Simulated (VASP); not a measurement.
# SnO2 (P4_2/mnm) in VASP: a series of runs

SnO2 is run at these levels: LDA; tasks: electric field gradients.

Everything below comes from runs of VASP 6.6.1. Logs are shortened: lines on timing, memory, paths and dates and some standing lists are left out, and cuts for length are marked.

**1. The cell of the first run**

Symmetry: P4_2/mnm, No. 136, tetragonal system. Conventional cell: a = 4.830 Å, b = 4.830 Å, c = 3.249 Å, α = 90.00°, β = 90.00°, γ = 90.00°. Sn (site symmetry mmm) has 6 O at 2.09 to 2.10 Å within 2.8 Å. O (site symmetry m2m) has 3 Sn at 2.09 to 2.10 Å and 1 O at 2.66 Å within 2.8 Å.

**2. Electric field gradients, LDA (volume scaled by 1.06)**

Input file INCAR:

```
ALGO = Normal ; EDIFF = 1E-8
ENCUT = 520 ; ISIF = 2
ISMEAR = -1 ; LASPH = T
LCHARG = F ; LEFG = T
LREAL = F ; LWAVE = F
NBANDS = 35 ; NELM = 80
PREC = Accurate ; SIGMA = 0.03
```

Input file KPOINTS:

```
k-points
0
Gamma
  4 4 6
```

Input file POSCAR:

```
SnO2
1.0
    4.8302628043      0.0000000000      0.0000000000
    0.0000000000      4.8302628043      0.0000000000
    0.0000000000      0.0000000000      3.2488942974
Sn O
2 4
Direct
    0.0000000000      0.0000000000      0.0000000000
    0.5000000000      0.5000000000      0.5000000000
    0.3056200000      0.3056200000      0.0000000000
    0.1943800000      0.8056200000      0.5000000000
    0.6943800000      0.6943800000      0.0000000000
    0.8056200000      0.1943800000      0.5000000000
```

Potentials or basis: VASP PAW LDA potentials, release 64 (Sn_d, O).

Launch:

```bash
$ cat potpaw_LDA.64/Sn_d/POTCAR potpaw_LDA.64/O/POTCAR > POTCAR
$ mpirun -np 1 vasp_std > vasp.out
```

OUTCAR:

```text
EDIFF = 1E-8
   ENCUT = 520
   ISIF = 2
   ISMEAR = -1
   LASPH = T
   LREAL = F
   NELM = 80
   PREC = Accurate

 ion  position               nearest neighbor table
   1  0.000  0.000  0.000-   3 2.09   5 2.09   4 2.10   6 2.10   4 2.10   6 2.10
   2  0.500  0.500  0.500-   4 2.09   6 2.09   5 2.10   3 2.10   3 2.10   5 2.10
   3  0.306  0.306  0.000-   1 2.09   2 2.10   2 2.10
   4  0.194  0.806  0.500-   2 2.09   1 2.10   1 2.10
   5  0.694  0.694  0.000-   1 2.09   2 2.10   2 2.10
   6  0.806  0.194  0.500-   2 2.09   1 2.10   1 2.10

  LATTYP: Found a simple tetragonal cell.
 ALAT       =     4.8302628043
 C/A-ratio  =     0.6726123255

  Lattice vectors:

 A1 = (   4.8302628043,   0.0000000000,   0.0000000000)
 A2 = (   0.0000000000,   4.8302628043,   0.0000000000)
 A3 = (   0.0000000000,   0.0000000000,   3.2488942974)

Analysis of symmetry for initial positions (statically):
=====================================================================
 Subroutine PRICEL returns:
 Original cell was already a primitive cell.

 Routine SETGRP: Setting up the symmetry group for a
 simple tetragonal supercell.

 Subroutine GETGRP returns: Found 16 space group operations
 (whereof  8 operations were pure point group operations)
 out of a pool of 16 trial point group operations.

The static configuration has the point symmetry D_2h.
 The point group associated with its full space group is D_4h.

Analysis of symmetry for dynamics (positions and initial velocities):
=====================================================================
 Subroutine PRICEL returns:
 Original cell was already a primitive cell.

 Routine SETGRP: Setting up the symmetry group for a
 simple tetragonal supercell.

 Subroutine GETGRP returns: Found 16 space group operations
 (whereof  8 operations were pure point group operations)
 out of a pool of 16 trial point group operations.

The dynamic configuration has the point symmetry D_2h.
 The point group associated with its full space group is D_4h.

 Subroutine INISYM returns: Found 16 space group operations
 (whereof  8 operations are pure point group operations),
 and found     1 'primitive' translations

----------------------------------------------------------------------------------------

                                     Primitive cell

  volume of cell :      75.8014

  direct lattice vectors                    reciprocal lattice vectors
     4.830262804  0.000000000  0.000000000     0.207028073  0.000000000  0.000000000
     0.000000000  4.830262804  0.000000000     0.000000000  0.207028073  0.000000000
     0.000000000  0.000000000  3.248894297     0.000000000  0.000000000  0.307797025

  length of vectors
     4.830262804  4.830262804  3.248894297     0.207028073  0.207028073  0.307797025

  position of ions in fractional coordinates (direct lattice)
     0.000000000  0.000000000  0.000000000
     0.500000000  0.500000000  0.500000000
     0.305620000  0.305620000  0.000000000
     0.194380000  0.805620000  0.500000000
     0.694380000  0.694380000  0.000000000
     0.805620000  0.194380000  0.500000000

  ion indices of the primitive-cell ions
   primitive index   ion index
                 1           1
                 2           2
                 3           3
                 4           4
                 5           5
                 6           6

----------------------------------------------------------------------------------------

 KPOINTS: k-points

Automatic generation of k-mesh.
 Grid dimensions read from file:
 generate k-points for:    4    4    6

 Generating k-lattice:

  Cartesian coordinates                     Fractional coordinates (reciprocal lattice)
[... 53 lines left out ...]
   ISPIN  =      1    spin polarized calculation?
   LNONCOLLINEAR =      F non collinear calculations
   LSORBIT =      F    spin-orbit coupling
   LASPH  =      T    aspherical Exc in radial PAW
   ENCUT  =  520.0 eV  38.22 Ry    6.18 a.u.   8.98  8.98  6.04*2*pi/ulx,y,z
   NELM   =     80;   NELMIN=  2; NELMDL= -5     # of ELM steps
   EDIFF  = 0.1E-07   stopping-criterion for ELM
   LREAL  =      F    real-space projection
   EDIFFG = 0.1E-06   stopping-criterion for IOM
   NSW    =      0    number of steps for IOM
   IBRION =     -1    ionic relax: 0-MD 1-quasi-New 2-CG
   NFREE  =      0    steps in history (QN), initial steepest desc. (CG)
   ISIF   =      2    stress and relaxation
   ISYM   =      2    0-nonsym 1-usesym 2-fastsym
   POTIM  = 0.5000    time-step for ionic-motion
   TEBEG  =    0.0;   TEEND  =   0.0 temperature during run
   PSTRESS=    0.0 pullay stress
   NELECT =      52.0000    total number of electrons
   NUPDOWN=      -1.0000    fix difference up-down
   EMIN   =  10.00;   EMAX   =-10.00  energy-range for DOS
   EFERMI =   0.00;   METHOD = LEGACY
   ISMEAR =    -1;   SIGMA  =   0.03  broadening in eV -4-tet -1-fermi 0-gaus
   EFERMI_NEDOS =   21; number of points for ismear=-14 and -15
   IALGO  =     38    algorithm
   IMIX   =      4    mixing-type and parameters
     AMIX     =   0.40;   BMIX     =  1.00
     AMIX_MAG =   1.60;   BMIX_MAG =  1.00
  volume/ion in A,a.u.               =      12.63        85.26
  Fermi-wavevector in a.u.,A,eV,Ry     =   1.443833  2.728448 28.363429  2.084653
  Thomas-Fermi vector in A             =   2.562196
   LORBIT       =      0    0 simple, 1 ext, 2 COOP (PROOUT), +10 PAW based schemes
   GGA     = CA    functional components
   LHFCALC =     F    Hartree Fock is set to
   AEXX    =    0.0000 exact exchange contribution
   IVDW    =     0    specifies the selected vdW correction
   LEPSILON=     F    determine dielectric tensor
   LRPA    =     F    only Hartree local field effects (RPA)
 non-spin polarized calculation
  energy-cutoff  :      520.00
  volume of cell :       75.80
 maximum number of plane-waves:      2076
 NGX is ok and might be reduce to    36
   NGX = 17   NGY = 17   NGZ = 13

 number of electron      51.9999996 magnetization

 Free energy of the ion-electron system (eV)
  ---------------------------------------------------
  ext. energy  EPLUGINS =         0.00000000
  ---------------------------------------------------
  free energy    TOTEN  =       -42.13137513 eV

  energy without entropy =      -42.13137149  energy(sigma->0) =      -42.13137331

 E-fermi :   5.4418     XC(G=0): -11.5009

 val. band max:        5.2005177469   @ k =   0.0000   0.0000   0.0000
 cond. band min:       5.6830524674   @ k =   0.0000   0.0000   0.0000
 fundamental gap:      0.4825347206
 Fermi energy:         5.4418150023

 k-point     1 :       0.0000    0.0000    0.0000
  band No.  band energies     occupation
      1     -15.7321      2.00000
      2     -15.0946      2.00000
      3     -14.9074      2.00000
      4     -14.8842      2.00000
      5     -14.8842      2.00000
      6     -14.8143      2.00000
[... 901 lines left out ...]
     34      15.4765      0.00000
     35      17.7069      0.00000

------------------------ aborting loop because EDIFF is reached ----------------------------------------

  FORCE on cell =-STRESS in cart. coord.  units (eV):
  Direction    XX          YY          ZZ          XY          YZ          ZX
  --------------------------------------------------------------------------------------
  -------------------------------------------------------------------------------------
  Total       -4.8214843     -4.8214843     -5.8299410      0.0000000      0.0000000      0.0000000
  in kB     -101.9093974   -101.9093974   -123.2246623      0.0000000      0.0000000      0.0000000
  external PRESSURE =    -109.0144857 kB  Pullay stress =       0.0000000 kB

 VOLUME and BASIS-vectors are now :
 -----------------------------------------------------------------------------
  energy-cutoff  :      520.00
  volume of cell :       75.80
      direct lattice vectors                 reciprocal lattice vectors
     4.830262804  0.000000000  0.000000000     0.207028073  0.000000000  0.000000000
     0.000000000  4.830262804  0.000000000     0.000000000  0.207028073  0.000000000
     0.000000000  0.000000000  3.248894297     0.000000000  0.000000000  0.307797025

 POSITION                                       TOTAL-FORCE (eV/Angst)
 -----------------------------------------------------------------------------------
      0.00000      0.00000      0.00000         0.000000      0.000000     -0.000000
      2.41513      2.41513      1.62445         0.000000      0.000000     -0.000000
      1.47622      1.47622      0.00000         0.163510      0.163510      0.000000
      0.93891      3.89136      1.62445        -0.163510      0.163510     -0.000000
      3.35404      3.35404      0.00000        -0.163510     -0.163510     -0.000000
      3.89136      0.93891      1.62445         0.163510     -0.163510     -0.000000
 -----------------------------------------------------------------------------------
    total drift:                                0.000000      0.000000      0.000000

  FREE ENERGIE OF THE ION-ELECTRON SYSTEM (eV)
  ---------------------------------------------------
  free  energy   TOTEN  =       -42.1313751345 eV

  energy  without entropy=      -42.1313714940  energy(sigma->0) =      -42.13137331

 Electric field gradients (V/A^2)
---------------------------------------------------------------------
 ion       V_xx      V_yy      V_zz      V_xy      V_xz      V_yz
---------------------------------------------------------------------
   1      23.177    23.177   -46.354   -28.147    -0.000    -0.000
   2      23.177    23.177   -46.354    28.147    -0.000     0.000
   3     -24.442   -24.442    48.885    88.965     0.000     0.000
   4     -24.442   -24.442    48.885   -88.965    -0.000     0.000
   5     -24.442   -24.442    48.885    88.965    -0.000     0.000
   6     -24.442   -24.442    48.885   -88.965     0.000     0.000
---------------------------------------------------------------------

 Electric field gradients after diagonalization (V/A^2)
 (convention: |V_zz| > |V_xx| > |V_yy|)
----------------------------------------------------------------------
 ion       V_xx      V_yy      V_zz     asymmetry (V_yy - V_xx)/ V_zz
----------------------------------------------------------------------
   1     -46.354    -4.970    51.324       0.806
   2     -46.354    -4.970    51.324       0.806
   3      64.523    48.885  -113.408       0.138
   4      64.523    48.885  -113.408       0.138
   5      64.523    48.885  -113.408       0.138
   6      64.523    48.885  -113.408       0.138
----------------------------------------------------------------------

           NMR quadrupolar parameters

 Cq : quadrupolar parameter    Cq=e*Q*V_zz/h
 eta: asymmetry parameters     (V_yy - V_xx)/ V_zz
 Q  : nuclear electric quadrupole moment in mb (millibarn)
----------------------------------------------------------------------
 ion       Cq(MHz)       eta       Q (mb)
----------------------------------------------------------------------
   1       0.124       0.806       1.000
   2       0.124       0.806       1.000
   3      -0.274       0.138       1.000
   4      -0.274       0.138       1.000
   5      -0.274       0.138       1.000
   6      -0.274       0.138       1.000
----------------------------------------------------------------------
```

Wall time 20 s (1 thread of Intel Xeon 6975P-C (Granite Rapids), shared host); peak memory 0.18 GiB.

Results:

```yaml
Free_energy: -42.1314 eV
Pressure: -10.9 GPa
Largest_force: 0.231 eV/Å
Band_gap_on_the_k_mesh: 0.48 eV, direct
```

Forces in eV/Å, atoms in the order of the input:
```
Sn   0.000  0.000  0.000
Sn   0.000  0.000  0.000
O    0.164  0.164  0.000
O   -0.164  0.164  0.000
O   -0.164 -0.164  0.000
O    0.164 -0.164  0.000
```

Electric field gradients, principal values (V/Å²):
```
atom   least   middle  greatest (by size)
1 Sn  -4.970  -46.354              51.324
2 Sn  -4.970  -46.354              51.324
 3 O  48.885   64.523            -113.408
 4 O  48.885   64.523            -113.408
 5 O  48.885   64.523            -113.408
 6 O  48.885   64.523            -113.408
```

Caveat: without QUAD_EFG the Cq values of the log hold for a quadrupole moment of 1 mb, not for the nuclei; spin-orbit coupling is left out, which moves the levels of the heavy elements.

[end of part 1 of 2]
